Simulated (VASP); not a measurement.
**NiO: single point with PBE**

Crystal: NiO.

```
Ni O
1.0
     0.00000    2.10849    2.10849
     2.10849    0.00000    2.10849
     2.10849    2.10849    0.00000
Ni O
1 1
Direct
  0.00000 0.00000 0.00000
  0.50000 0.50000 0.50000
```

```json
{
  "Program": "VASP 6.6.1",
  "Task": "single point",
  "Functional": "PBE",
  "Potentials or basis": "VASP PAW PBE potentials, release 64 (Ni, O)",
  "Cutoff": "520 eV",
  "k mesh": "14 × 14 × 14",
  "Occupations": "gaussian, width 0.05 eV",
  "Spin": "non-collinear spin, typed start, spin-orbit coupling",
  "Starting moments": "[[0.0, 0.0, 2.0], [0.0, 0.0, 0.0]] μB",
  "Dipole correction": "no",
  "Further INCAR settings": "ALGO = Normal; EDIFF = 1e-06; NBANDS = 28"
}
```

```yaml
Pressure: -0.7 GPa
Net_moment: 1.76 μB per cell
Valence_electrons_inside_the_program's_atomic_spheres: Ni 8.93; O 4.96
```

Moments on the atoms (μB; x, y, z):
```
Ni  0.00 0.00 1.45
O   0.00 0.00 0.27
```

It took 9.4 min on 1 thread of Oxide Virtual Turin-like Processor (shared host), peak memory 0.39 GiB.

Caveat: a cell with one magnetic atom can't hold antiferromagnetic order, which such compounds often take.
